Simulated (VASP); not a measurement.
# HfSi3 (Pmmm) in VASP: further runs

HfSi3 is run at these levels: PBE; tasks: single point.

All numbers are computed with VASP 6.6.1; they aren't measurements. Logs are shortened: lines on timing, memory, paths and dates and some standing lists are left out, and cuts for length are marked.

### 1 The cell of the first run

The structure is orthorhombic, space group Pmmm (No. 47). The conventional cell has a = 2.812 Å, b = 4.703 Å, c = 5.374 Å, α = 90.00°, β = 90.00°, γ = 90.00°. Hf (site symmetry mmm) has 6 Si at 2.69 to 2.75 Å and 2 Hf at 2.81 Å within 3.5 Å. Within 3.5 Å of Si (site symmetry mmm) lie 6 Si at 2.67 to 2.81 Å and 2 Hf at 2.69 Å. Si (site symmetry mm2) has 6 Si at 2.51 to 2.86 Å and 2 Hf at 2.75 Å within 3.3 Å.

### 2 Single point, PBE

INCAR reads:

```
PREC = Accurate
ENCUT = 520
EDIFF = 1E-7
ISMEAR = 0
SIGMA = 0.1
LREAL = F
LASPH = T
NELM = 80
ALGO = Normal
ISIF = 2
LWAVE = F
LCHARG = F
GGA = PE
NBANDS = 19
```

KPOINTS reads:

```
regular mesh
0
Gamma
  6 4 4
```

POSCAR reads:

```
HfSi3
1.0
    2.8124776423      0.0000000000      0.0000000000
    0.0000000000      5.3737479197      0.0000000000
    0.0000000000      0.0000000000      4.7026786912
Hf Si
1 3
Direct
    0.5000000000      0.5000000000      0.0000000000
    0.5000000000      0.0000000000      0.0000000000
    0.5000000000      0.7661896363      0.5000000000
    0.5000000000      0.2338103637      0.5000000000
```

Potentials or basis: VASP PAW PBE potentials, release 64 (Hf_pv, Si).

Launch:

```sh
cat potpaw_PBE.64/Hf_pv/POTCAR potpaw_PBE.64/Si/POTCAR > POTCAR
mpirun -np 1 vasp_std > vasp.out
```

OUTCAR:

```text
PREC = Accurate
   ENCUT = 520
   EDIFF = 1E-7
   ISMEAR = 0
   LREAL = F
   LASPH = T
   NELM = 80
   ISIF = 2
   GGA = PE

 ion  position               nearest neighbor table
   1  0.500  0.500  0.000-   2 2.69   2 2.69   4 2.75   3 2.75   4 2.75   3 2.75
   2  0.500  0.000  0.000-   3 2.67   4 2.67   3 2.67   4 2.67   1 2.69   1 2.69
   3  0.500  0.766  0.500-   4 2.51   2 2.67   2 2.67   1 2.75   1 2.75   4 2.86
   4  0.500  0.234  0.500-   3 2.51   2 2.67   2 2.67   1 2.75   1 2.75   3 2.86

  LATTYP: Found a simple orthorhombic cell.
 ALAT       =     2.8124776423
 B/A-ratio  =     1.6720768267
 C/A-ratio  =     1.9106811158

  Lattice vectors:

 A1 = (  -2.8124776423,   0.0000000000,   0.0000000000)
 A2 = (   0.0000000000,   0.0000000000,   4.7026786912)
 A3 = (   0.0000000000,   5.3737479197,   0.0000000000)

Analysis of symmetry for initial positions (statically):
=====================================================================
 Subroutine PRICEL returns:
 Original cell was already a primitive cell.

 Routine SETGRP: Setting up the symmetry group for a
 simple orthorhombic supercell.

 Subroutine GETGRP returns: Found  8 space group operations
 (whereof  8 operations were pure point group operations)
 out of a pool of  8 trial point group operations.

The static configuration has the point symmetry D_2h.

Analysis of symmetry for dynamics (positions and initial velocities):
=====================================================================
 Subroutine PRICEL returns:
 Original cell was already a primitive cell.

 Routine SETGRP: Setting up the symmetry group for a
 simple orthorhombic supercell.

 Subroutine GETGRP returns: Found  8 space group operations
 (whereof  8 operations were pure point group operations)
 out of a pool of  8 trial point group operations.

The dynamic configuration has the point symmetry D_2h.

 Subroutine INISYM returns: Found  8 space group operations
 (whereof  8 operations are pure point group operations),
 and found     1 'primitive' translations

----------------------------------------------------------------------------------------

                                     Primitive cell

  volume of cell :      71.0742

  direct lattice vectors                    reciprocal lattice vectors
     2.812477642  0.000000000  0.000000000     0.355558382  0.000000000  0.000000000
     0.000000000  5.373747920  0.000000000     0.000000000  0.186089860  0.000000000
     0.000000000  0.000000000  4.702678691     0.000000000  0.000000000  0.212644764

  length of vectors
     2.812477642  5.373747920  4.702678691     0.355558382  0.186089860  0.212644764

  position of ions in fractional coordinates (direct lattice)
     0.500000000  0.500000000  0.000000000
     0.500000000  0.000000000  0.000000000
     0.500000000  0.766189636  0.500000000
     0.500000000  0.233810364  0.500000000

  ion indices of the primitive-cell ions
   primitive index   ion index
                 1           1
                 2           2
                 3           3
                 4           4

----------------------------------------------------------------------------------------

 KPOINTS: regular mesh

Automatic generation of k-mesh.
 Grid dimensions read from file:
 generate k-points for:    6    4    4

 Generating k-lattice:

  Cartesian coordinates                     Fractional coordinates (reciprocal lattice)
     0.059259730  0.000000000  0.000000000     0.166666667  0.000000000  0.000000000
     0.000000000  0.046522465  0.000000000     0.000000000  0.250000000  0.000000000
     0.000000000  0.000000000  0.053161191     0.000000000  0.000000000  0.250000000

  Length of vectors
     0.059259730  0.046522465  0.053161191

  Shift w.r.t. Gamma in fractional coordinates (k-lattice)
     0.000000000  0.000000000  0.000000000

 Subroutine IBZKPT returns following result:
 ===========================================

 Found     36 irreducible k-points:

 Following reciprocal coordinates:
            Coordinates               Weight
  0.000000  0.000000  0.000000      1.000000
  0.166667  0.000000  0.000000      2.000000
  0.333333  0.000000  0.000000      2.000000
  0.500000  0.000000  0.000000      1.000000
  0.000000  0.250000  0.000000      2.000000
  0.166667  0.250000  0.000000      4.000000
[... 16 lines left out ...]
  0.333333  0.500000  0.250000      4.000000
  0.500000  0.500000  0.250000      2.000000
 [... further k-points ...]
   k-points           NKPTS =     36   k-points in BZ     NKDIM =     36   number of bands    NBANDS=     19
   number of dos      NEDOS =    301   number of ions     NIONS =      4
   total plane-waves  NPLWV =  34560
   dimension x,y,z NGX =    24 NGY =   40 NGZ =   36
   dimension x,y,z NGXF=    48 NGYF=   80 NGZF=   72
   ions per type =               1   3
   NGX,Y,Z   is equivalent  to a cutoff of  14.19, 12.37, 12.73 a.u.
   NGXF,Y,Z  is equivalent  to a cutoff of  28.37, 24.75, 25.45 a.u.
 SYSTEM =  unknown system
   PREC   = accura    normal or accurate (medium, high low for compatibility)
   ISTART =      0    job   : 0-new  1-cont  2-samecut
   ICHARG =      2    charge: 1-file 2-atom 10-const
   ISPIN  =      1    spin polarized calculation?
   LNONCOLLINEAR =      F non collinear calculations
   LSORBIT =      F    spin-orbit coupling
   LASPH  =      T    aspherical Exc in radial PAW
   ENCUT  =  520.0 eV  38.22 Ry    6.18 a.u.   5.23  9.99  8.74*2*pi/ulx,y,z
   NELM   =     80;   NELMIN=  2; NELMDL= -5     # of ELM steps
   EDIFF  = 0.1E-06   stopping-criterion for ELM
   LREAL  =      F    real-space projection
   EDIFFG = 0.1E-05   stopping-criterion for IOM
   NSW    =      0    number of steps for IOM
   IBRION =     -1    ionic relax: 0-MD 1-quasi-New 2-CG
   NFREE  =      0    steps in history (QN), initial steepest desc. (CG)
   ISIF   =      2    stress and relaxation
   ISYM   =      2    0-nonsym 1-usesym 2-fastsym
   POTIM  = 0.5000    time-step for ionic-motion
   TEBEG  =    0.0;   TEEND  =   0.0 temperature during run
   PSTRESS=    0.0 pullay stress
   NELECT =      22.0000    total number of electrons
   NUPDOWN=      -1.0000    fix difference up-down
   EMIN   =  10.00;   EMAX   =-10.00  energy-range for DOS
   EFERMI =   0.00;   METHOD = LEGACY
   ISMEAR =     0;   SIGMA  =   0.10  broadening in eV -4-tet -1-fermi 0-gaus
   EFERMI_NEDOS =   21; number of points for ismear=-14 and -15
   IALGO  =     38    algorithm
   IMIX   =      4    mixing-type and parameters
     AMIX     =   0.40;   BMIX     =  1.00
     AMIX_MAG =   1.60;   BMIX_MAG =  1.00
  volume/ion in A,a.u.               =      17.77       119.91
  Fermi-wavevector in a.u.,A,eV,Ry     =   1.107419  2.092718 16.685859  1.226376
  Thomas-Fermi vector in A             =   2.243933
   LORBIT       =      0    0 simple, 1 ext, 2 COOP (PROOUT), +10 PAW based schemes
   GGA     = PE    functional components
   LHFCALC =     F    Hartree Fock is set to
   AEXX    =    0.0000 exact exchange contribution
   IVDW    =     0    specifies the selected vdW correction
   LEPSILON=     F    determine dielectric tensor
   LRPA    =     F    only Hartree local field effects (RPA)
 non-spin polarized calculation
 Gauss-broadening in eV      SIGMA  =   0.10
  energy-cutoff  :      520.00
  volume of cell :       71.07
 maximum number of plane-waves:      1932
 NGX is ok and might be reduce to    24
   NGX = 11   NGY = 19   NGZ = 17

 number of electron      22.0000000 magnetization

 Free energy of the ion-electron system (eV)
  ---------------------------------------------------
  ext. energy  EPLUGINS =         0.00000000
  ---------------------------------------------------
  free energy    TOTEN  =       -25.15629032 eV

  energy without entropy =      -25.14277680  energy(sigma->0) =      -25.14953356

 E-fermi :   7.1966     XC(G=0): -10.8081

 val. band max:        7.1750278737   @ k =   0.1667   0.5000   0.5000
 cond. band min:       7.2038878262   @ k =   0.5000   0.0000   0.5000
 fundamental gap:      0.0288599524
 Fermi energy:         7.1965933892

 k-point     1 :       0.0000    0.0000    0.0000
  band No.  band energies     occupation
      1     -23.1775      2.00000
      2     -23.1310      2.00000
      3     -22.3766      2.00000
      4      -5.0675      2.00000
      5      -0.2681      2.00000
      6       0.1755      2.00000
[... 11 lines left out ...]
     18      14.1610      0.00000
     19      14.3829      0.00000

 k-point     2 :       0.1667    0.0000    0.0000
  band No.  band energies     occupation
      1     -23.1411      2.00000
      2     -23.0952      2.00000
      3     -22.6973      2.00000
      4      -4.5906      2.00000
      5       0.1906      2.00000
      6       0.6184      2.00000
[... 11 lines left out ...]
     18      13.3880      0.00000
     19      13.8537      0.00000

 k-point     3 :       0.3333    0.0000    0.0000
  band No.  band energies     occupation
      1     -23.2976      2.00000
      2     -23.0675      2.00000
      3     -23.0226      2.00000
      4      -3.2708      2.00000
      5       1.4711      2.00000
      6       1.9059      2.00000
[... 11 lines left out ...]
     18      11.6503      0.00000
     19      13.2295      0.00000

 k-point     4 :       0.5000    0.0000    0.0000
  band No.  band energies     occupation
      1     -23.5801      2.00000
      2     -23.0302      2.00000
      3     -22.9859      2.00000
      4      -2.0591      2.00000
      5       1.5086      2.00000
      6       2.6612      2.00000
[... 11 lines left out ...]
     18      11.9062      0.00000
     19      12.3068      0.00000

 k-point     5 :       0.0000    0.2500    0.0000
  band No.  band energies     occupation
      1     -23.1795      2.00000
      2     -23.1309      2.00000
      3     -22.3766      2.00000
      4      -4.7748      2.00000
      5      -1.6451      2.00000
      6       0.8811      2.00000
[... 11 lines left out ...]
     18      13.5585      0.00000
     19      14.2874      0.00000

 k-point     6 :       0.1667    0.2500    0.0000
  band No.  band energies     occupation
      1     -23.1430      2.00000
      2     -23.0951      2.00000
      3     -22.6973      2.00000
      4      -4.3047      2.00000
      5      -1.1743      2.00000
      6       1.3556      2.00000
[... 11 lines left out ...]
     18      13.0005      0.00000
     19      13.8769      0.00000

 k-point     7 :       0.3333    0.2500    0.0000
  band No.  band energies     occupation
      1     -23.2976      2.00000
      2     -23.0691      2.00000
      3     -23.0226      2.00000
      4      -2.9933      2.00000
      5       0.1361      2.00000
      6       2.6971      2.00000
[... 11 lines left out ...]
     18      12.4242      0.00000
     19      13.0619      0.00000

 k-point     8 :       0.5000    0.2500    0.0000
  band No.  band energies     occupation
      1     -23.5800      2.00000
      2     -23.0317      2.00000
      3     -22.9858      2.00000
      4      -1.7592      2.00000
      5       1.4348      2.00000
      6       1.5283      2.00000
[... 256 lines left out ...]
 k-point    20 :       0.5000    0.2500    0.2500
  band No.  band energies     occupation
      1     -23.5796      2.00000
      2     -23.0311      2.00000
      3     -22.9904      2.00000
      4      -1.3590      2.00000
      5       1.7612      2.00000
      6       1.8219      2.00000
[... 11 lines left out ...]
     18      12.4039      0.00000
     19      13.0405      0.00000

 k-point    21 :       0.0000    0.5000    0.2500
  band No.  band energies     occupation
      1     -23.1808      2.00000
      2     -23.1369      2.00000
      3     -22.3765      2.00000
      4      -3.9690      2.00000
      5      -2.1951      2.00000
      6      -0.8857      2.00000
[... 11 lines left out ...]
     18      13.8053      0.00000
     19      15.1092      0.00000

 k-point    22 :       0.1667    0.5000    0.2500
  band No.  band energies     occupation
      1     -23.1442      2.00000
      2     -23.1007      2.00000
      3     -22.6970      2.00000
      4      -3.5154      2.00000
      5      -1.7155      2.00000
      6      -0.4397      2.00000
[... 11 lines left out ...]
     18      12.6956      0.00000
     19      13.4531      0.00000

 k-point    23 :       0.3333    0.5000    0.2500
  band No.  band energies     occupation
      1     -23.2971      2.00000
      2     -23.0701      2.00000
      3     -23.0274      2.00000
      4      -2.2289      2.00000
      5      -0.3848      2.00000
      6       0.8161      2.00000
[... 11 lines left out ...]
     18      11.8815      0.00000
     19      13.7137      0.00000

 k-point    24 :       0.5000    0.5000    0.2500
  band No.  band energies     occupation
      1     -23.5795      2.00000
      2     -23.0326      2.00000
      3     -22.9903      2.00000
      4      -0.9685      2.00000
      5       0.9393      2.00000
      6       1.9218      2.00000
[... 11 lines left out ...]
     18      12.1128      0.00000
     19      12.2334      0.00000

 [... further k-points ...]
[... 5 lines left out ...]
  --------------------------------------------------------------------------------------
  -------------------------------------------------------------------------------------
  Total       -0.2368565     -0.0746537      0.1252980      0.0000000      0.0000000     -0.0000000
  in kB       -5.3392988     -1.6828693      2.8245104      0.0000000      0.0000000     -0.0000000
  external PRESSURE =      -1.3992192 kB  Pullay stress =       0.0000000 kB

 VOLUME and BASIS-vectors are now :
 -----------------------------------------------------------------------------
  energy-cutoff  :      520.00
  volume of cell :       71.07
      direct lattice vectors                 reciprocal lattice vectors
     2.812477642  0.000000000  0.000000000     0.355558382  0.000000000  0.000000000
     0.000000000  5.373747920  0.000000000     0.000000000  0.186089860  0.000000000
     0.000000000  0.000000000  4.702678691     0.000000000  0.000000000  0.212644764

 POSITION                                       TOTAL-FORCE (eV/Angst)
 -----------------------------------------------------------------------------------
      1.40624      2.68687      0.00000        -0.000000      0.000000      0.000000
      1.40624      0.00000      0.00000        -0.000000      0.000000      0.000000
      1.40624      4.11731      2.35134         0.000000     -0.013489      0.000000
      1.40624      1.25644      2.35134        -0.000000      0.013489     -0.000000
 -----------------------------------------------------------------------------------
    total drift:                                0.000000     -0.000000      0.000000

  FREE ENERGIE OF THE ION-ELECTRON SYSTEM (eV)
  ---------------------------------------------------
  free  energy   TOTEN  =       -25.1562903187 eV

  energy  without entropy=      -25.1427768039  energy(sigma->0) =      -25.14953356
```

Run time: 17 s. Hardware: 1 thread of Intel Xeon 6975P-C (Granite Rapids), shared host; peak memory 0.19 GiB.

Results:

| Property | Result |
| --- | --- |
| Free energy | -25.1563 eV |
| Pressure | -0.1 GPa |
| Largest force | 0.013 eV/Å |
| Band gap on the k mesh | zero (band 11 reaches 9.29 eV, above the bottom of band 12 at 6.10 eV) |

Forces on the atoms (eV/Å):
```
Hf   0.000  0.000  0.000
Si   0.000  0.000  0.000
Si   0.000 -0.013  0.000
Si   0.000  0.013  0.000
```

Caveat: the k points lie up to 0.37 Å⁻¹ apart; spin-orbit coupling is left out, which moves the levels of the heavy elements.

(Continued in part 2 of 2.)
